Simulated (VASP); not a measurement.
# Ru (P6_3/mmc) in VASP: a series of runs

Ru is run at these levels: PBEsol; tasks: single point.

Program: VASP 6.6.1. These are calculated values, not measurements. Logs are shortened: lines on timing, memory, paths and dates and some standing lists are left out, and cuts for length are marked.

## Step 1: The cell of the first run

It takes space group P6_3/mmc (No. 194, hexagonal). Conventional cell: a = 2.614 Å, b = 2.614 Å, c = 3.946 Å, α = 90.00°, β = 90.00°, γ = 120.00°. Ru (site symmetry -6m2) has 12 Ru at 2.48 to 2.61 Å within 3.3 Å.

## Step 2: Single point, PBEsol

Input file INCAR:

```
SYSTEM = Ru
PREC = Accurate ; ENCUT = 520
EDIFF = 1E-6 ; ISMEAR = 0
SIGMA = 0.15 ; LREAL = .FALSE.
LASPH = .TRUE. ; NELM = 80
ALGO = Fast ; ISIF = 2
LWAVE = .FALSE. ; LCHARG = .TRUE.
GGA = PS ; LELF = .TRUE.
LVHAR = .TRUE. ; NBANDS = 21
```

Input file KPOINTS:

```
Automatic mesh
0
G
  18 18 10
  0 0 0
```

Input file POSCAR:

```
Ru
1.0
    2.6144000000      0.0000000000      0.0000000000
   -1.3072000000      2.2641368157      0.0000000000
    0.0000000000      0.0000000000      3.9462000000
Ru
2
Direct
    0.3333333333      0.6666666667      0.2500000000
    0.6666666667      0.3333333333      0.7500000000
```

Potentials or basis: VASP PAW PBE potentials, release 64 (Ru_pv).

Launch:

```sh
$ cat potpaw_PBE.64/Ru_pv/POTCAR > POTCAR
$ mpirun -np 1 vasp_std > vasp.out
```

OUTCAR:

```text
SYSTEM = Ru
   PREC = Accurate
   ENCUT = 520
   EDIFF = 1E-6
   ISMEAR = 0
   LREAL = .FALSE.
   LASPH = .TRUE.
   NELM = 80
   ISIF = 2
   GGA = PS

 ion  position               nearest neighbor table
   1  0.333  0.667  0.250-   2 2.48   2 2.48   2 2.48   2 2.48   2 2.48   2 2.48
   2  0.667  0.333  0.750-   1 2.48   1 2.48   1 2.48   1 2.48   1 2.48   1 2.48

  LATTYP: Found a hexagonal cell.
 ALAT       =     2.6144000000
 C/A-ratio  =     1.5094094247

  Lattice vectors:

 A1 = (   2.6144000000,   0.0000000000,   0.0000000000)
 A2 = (  -1.3072000000,   2.2641368157,   0.0000000000)
 A3 = (   0.0000000000,   0.0000000000,   3.9462000000)

Analysis of symmetry for initial positions (statically):
=====================================================================
 Subroutine PRICEL returns:
 Original cell was already a primitive cell.

 Routine SETGRP: Setting up the symmetry group for a
 hexagonal supercell.

 Subroutine GETGRP returns: Found 24 space group operations
 (whereof 12 operations were pure point group operations)
 out of a pool of 24 trial point group operations.

The static configuration has the point symmetry D_3d.
 The point group associated with its full space group is D_6h.

Analysis of symmetry for dynamics (positions and initial velocities):
=====================================================================
 Subroutine PRICEL returns:
 Original cell was already a primitive cell.

 Routine SETGRP: Setting up the symmetry group for a
 hexagonal supercell.

 Subroutine GETGRP returns: Found 24 space group operations
 (whereof 12 operations were pure point group operations)
 out of a pool of 24 trial point group operations.

The dynamic configuration has the point symmetry D_3d.
 The point group associated with its full space group is D_6h.

 Subroutine INISYM returns: Found 24 space group operations
 (whereof 12 operations are pure point group operations),
 and found     1 'primitive' translations

----------------------------------------------------------------------------------------

                                     Primitive cell

  volume of cell :      23.3590

  direct lattice vectors                    reciprocal lattice vectors
     2.614400000  0.000000000  0.000000000     0.382496940  0.220834711  0.000000000
    -1.307200000  2.264136816  0.000000000     0.000000000  0.441669423  0.000000000
     0.000000000  0.000000000  3.946200000     0.000000000  0.000000000  0.253408342

  length of vectors
     2.614400000  2.614400000  3.946200000     0.441669423  0.441669423  0.253408342

  position of ions in fractional coordinates (direct lattice)
     0.333333333  0.666666667  0.250000000
     0.666666667  0.333333333  0.750000000

  ion indices of the primitive-cell ions
   primitive index   ion index
                 1           1
                 2           2

----------------------------------------------------------------------------------------

 KPOINTS: Automatic mesh

Automatic generation of k-mesh.
 Grid dimensions read from file:
 generate k-points for:   18   18   10

 Generating k-lattice:

  Cartesian coordinates                     Fractional coordinates (reciprocal lattice)
     0.021249830  0.012268595  0.000000000     0.055555556  0.000000000  0.000000000
     0.000000000  0.024537190  0.000000000     0.000000000  0.055555556  0.000000000
     0.000000000  0.000000000  0.025340834     0.000000000  0.000000000  0.100000000

  Length of vectors
     0.024537190  0.024537190  0.025340834

  Shift w.r.t. Gamma in fractional coordinates (k-lattice)
     0.000000000  0.000000000  0.000000000

 Subroutine IBZKPT returns following result:
 ===========================================

 Found    222 irreducible k-points:

 Following reciprocal coordinates:
            Coordinates               Weight
  0.000000  0.000000  0.000000      1.000000
  0.055556  0.000000  0.000000      6.000000
  0.111111  0.000000  0.000000      6.000000
  0.166667 -0.000000  0.000000      6.000000
  0.222222  0.000000  0.000000      6.000000
  0.277778 -0.000000  0.000000      6.000000
[... 16 lines left out ...]
  0.333333  0.111111  0.000000     12.000000
  0.388889  0.111111  0.000000     12.000000
 [... further k-points ...]
   k-points           NKPTS =    222   k-points in BZ     NKDIM =    222   number of bands    NBANDS=     21
   number of dos      NEDOS =    301   number of ions     NIONS =      2
   total plane-waves  NPLWV =  12000
   dimension x,y,z NGX =    20 NGY =   20 NGZ =   30
   dimension x,y,z NGXF=    40 NGYF=   40 NGZF=   60
   ions per type =               2
   NGX,Y,Z   is equivalent  to a cutoff of  12.72, 12.72, 12.64 a.u.
   NGXF,Y,Z  is equivalent  to a cutoff of  25.44, 25.44, 25.28 a.u.
 SYSTEM =  Ru
   PREC   = accura    normal or accurate (medium, high low for compatibility)
   ISTART =      0    job   : 0-new  1-cont  2-samecut
   ICHARG =      2    charge: 1-file 2-atom 10-const
   ISPIN  =      1    spin polarized calculation?
   LNONCOLLINEAR =      F non collinear calculations
   LSORBIT =      F    spin-orbit coupling
   LASPH  =      T    aspherical Exc in radial PAW
   ENCUT  =  520.0 eV  38.22 Ry    6.18 a.u.   4.86  4.86  7.34*2*pi/ulx,y,z
   NELM   =     80;   NELMIN=  2; NELMDL= -5     # of ELM steps
   EDIFF  = 0.1E-05   stopping-criterion for ELM
   LREAL  =      F    real-space projection
   EDIFFG = 0.1E-04   stopping-criterion for IOM
   NSW    =      0    number of steps for IOM
   IBRION =     -1    ionic relax: 0-MD 1-quasi-New 2-CG
   NFREE  =      0    steps in history (QN), initial steepest desc. (CG)
   ISIF   =      2    stress and relaxation
   ISYM   =      2    0-nonsym 1-usesym 2-fastsym
   POTIM  = 0.5000    time-step for ionic-motion
   TEBEG  =    0.0;   TEEND  =   0.0 temperature during run
   PSTRESS=    0.0 pullay stress
   NELECT =      28.0000    total number of electrons
   NUPDOWN=      -1.0000    fix difference up-down
   EMIN   =  10.00;   EMAX   =-10.00  energy-range for DOS
   EFERMI =   0.00;   METHOD = LEGACY
   ISMEAR =     0;   SIGMA  =   0.15  broadening in eV -4-tet -1-fermi 0-gaus
   EFERMI_NEDOS =   21; number of points for ismear=-14 and -15
   IALGO  =     68    algorithm
   IMIX   =      4    mixing-type and parameters
     AMIX     =   0.40;   BMIX     =  1.00
     AMIX_MAG =   1.60;   BMIX_MAG =  1.00
  volume/ion in A,a.u.               =      11.68        78.82
  Fermi-wavevector in a.u.,A,eV,Ry     =   1.739040  3.286309 41.147558  3.024260
  Thomas-Fermi vector in A             =   2.811957
   LORBIT       =      0    0 simple, 1 ext, 2 COOP (PROOUT), +10 PAW based schemes
   GGA     = PS    functional components
   LHFCALC =     F    Hartree Fock is set to
   AEXX    =    0.0000 exact exchange contribution
   IVDW    =     0    specifies the selected vdW correction
   LEPSILON=     F    determine dielectric tensor
   LRPA    =     F    only Hartree local field effects (RPA)
 non-spin polarized calculation
 RMM-DIIS sequential band-by-band and
 Gauss-broadening in eV      SIGMA  =   0.15
  energy-cutoff  :      520.00
  volume of cell :       23.36
 maximum number of plane-waves:       663
 NGX is ok and might be reduce to    20
   NGX =  9   NGY =  9   NGZ = 15

 number of electron      27.9999994 magnetization

 Free energy of the ion-electron system (eV)
  ---------------------------------------------------
  ext. energy  EPLUGINS =         0.00000000
  ---------------------------------------------------
  free energy    TOTEN  =       -19.68887485 eV

  energy without entropy =      -19.67310681  energy(sigma->0) =      -19.68099083

 E-fermi :  15.6778     XC(G=0): -15.2270

 val. band max:       15.6640917695   @ k =   0.2778   0.1111   0.1000
 cond. band min:      15.6995783981   @ k =   0.2778   0.1667   0.2000
 fundamental gap:      0.0354866286
 Fermi energy:        15.6777641314

 k-point     1 :       0.0000    0.0000    0.0000
  band No.  band energies     occupation
      1     -28.7433      2.00000
      2     -27.2168      2.00000
      3     -27.2168      2.00000
      4     -26.8760      2.00000
      5     -26.8760      2.00000
      6     -26.7139      2.00000
[... 13 lines left out ...]
     20      25.8066      0.00000
     21      28.5334      0.00000

 k-point     2 :       0.0556    0.0000    0.0000
  band No.  band energies     occupation
      1     -28.7261      2.00000
      2     -27.2494      2.00000
      3     -27.2290      2.00000
      4     -26.9106      2.00000
      5     -26.8790      2.00000
      6     -26.7239      2.00000
[... 13 lines left out ...]
     20      25.8062      0.00000
     21      28.5324      0.00000

 k-point     3 :       0.1111    0.0000    0.0000
  band No.  band energies     occupation
      1     -28.6754      2.00000
      2     -27.3435      2.00000
      3     -27.2635      2.00000
      4     -27.0093      2.00000
      5     -26.8882      2.00000
      6     -26.7537      2.00000
[... 13 lines left out ...]
     20      25.8061      0.00000
     21      28.4994      0.00000

 k-point     4 :       0.1667   -0.0000    0.0000
  band No.  band energies     occupation
      1     -28.5940      2.00000
      2     -27.4877      2.00000
      3     -27.3146      2.00000
      4     -27.1568      2.00000
      5     -26.9040      2.00000
      6     -26.8032      2.00000
[... 13 lines left out ...]
     20      25.8060      0.00000
     21      28.3832      0.00000

 k-point     5 :       0.2222    0.0000    0.0000
  band No.  band energies     occupation
      1     -28.4865      2.00000
      2     -27.6645      2.00000
      3     -27.3748      2.00000
      4     -27.3320      2.00000
      5     -26.9253      2.00000
      6     -26.8713      2.00000
[... 13 lines left out ...]
     20      25.8058      0.00000
     21      28.1732      0.00000
[... 382 lines left out ...]
     20      26.1927      0.00000
     21      27.9406      0.00000

 k-point    22 :       0.2778    0.1111    0.0000
  band No.  band energies     occupation
      1     -28.1822      2.00000
      2     -28.0073      2.00000
      3     -27.7568      2.00000
      4     -27.4768      2.00000
      5     -27.0830      2.00000
      6     -27.0484      2.00000
[... 13 lines left out ...]
     20      27.7187      0.00000
     21      28.4848      0.00000

 k-point    23 :       0.3333    0.1111    0.0000
  band No.  band energies     occupation
      1     -28.1440      2.00000
      2     -28.0488      2.00000
      3     -27.8272      2.00000
      4     -27.5627      2.00000
      5     -27.1857      2.00000
      6     -27.0749      2.00000
[... 13 lines left out ...]
     20      28.1577      0.00000
     21      29.1349      0.00000

 k-point    24 :       0.3889    0.1111    0.0000
  band No.  band energies     occupation
      1     -28.2327      2.00000
      2     -27.9396      2.00000
      3     -27.8719      2.00000
      4     -27.6189      2.00000
      5     -27.2750      2.00000
      6     -27.0922      2.00000
[... 13 lines left out ...]
     20      28.2899      0.00000
     21      28.3481      0.00000

 [... further k-points ...]
[... 5 lines left out ...]
  --------------------------------------------------------------------------------------
  -------------------------------------------------------------------------------------
  Total        7.6609445      7.6609445     13.1153599      0.0000000      0.0000000     -0.0000000
  in kB      525.4593266    525.4593266    899.5742201      0.0000000      0.0000000     -0.0000000
  external PRESSURE =     650.1642911 kB  Pullay stress =       0.0000000 kB

 VOLUME and BASIS-vectors are now :
 -----------------------------------------------------------------------------
  energy-cutoff  :      520.00
  volume of cell :       23.36
      direct lattice vectors                 reciprocal lattice vectors
     2.614400000  0.000000000  0.000000000     0.382496940  0.220834711  0.000000000
    -1.307200000  2.264136816  0.000000000     0.000000000  0.441669423  0.000000000
     0.000000000  0.000000000  3.946200000     0.000000000  0.000000000  0.253408342

 POSITION                                       TOTAL-FORCE (eV/Angst)
 -----------------------------------------------------------------------------------
     -0.00000      1.50942      0.98655         0.000000     -0.000000      0.000000
      1.30720      0.75471      2.95965        -0.000000      0.000000      0.000000
 -----------------------------------------------------------------------------------
    total drift:                               -0.000000      0.000000     -0.000000

  FREE ENERGIE OF THE ION-ELECTRON SYSTEM (eV)
  ---------------------------------------------------
  free  energy   TOTEN  =       -19.6888748523 eV

  energy  without entropy=      -19.6731068070  energy(sigma->0) =      -19.68099083
```

It took 51 s on 1 thread of AMD EPYC 9R45 (Zen 5), shared host; peak memory 0.17 GiB.

What came out:

```yaml
Free_energy: -19.6889 eV
Pressure: 65.0 GPa
Band_gap_on_the_k_mesh: zero (band 14 reaches 17.46 eV, above the bottom of band 15 at 13.42 eV)
```

Levels at points of the mesh, in eV from the Fermi level:
```tsv
k point	band 11	band 12	band 13	band 14	band 15	band 16	band 17	band 18
(0.00, 0.00, 0.00)	-2.52	-2.36	-2.36	-2.21	-2.21	1.44	1.44	2.13
(0.50, 0.00, 0.00)	-2.25	-2.16	-1.55	1.46	2.15	2.72	4.84	7.13
(0.00, 0.00, 0.50)	-3.73	-3.73	-2.90	-2.90	0.77	0.77	0.77	0.77
(0.50, 0.00, 0.50)	-1.58	-1.58	0.52	0.52	1.89	1.89	3.96	3.96
```

Caveat: the PAW data sets were made with another functional, which shifts forces and pressure a little.

(Part 1 of 2 ends here.)
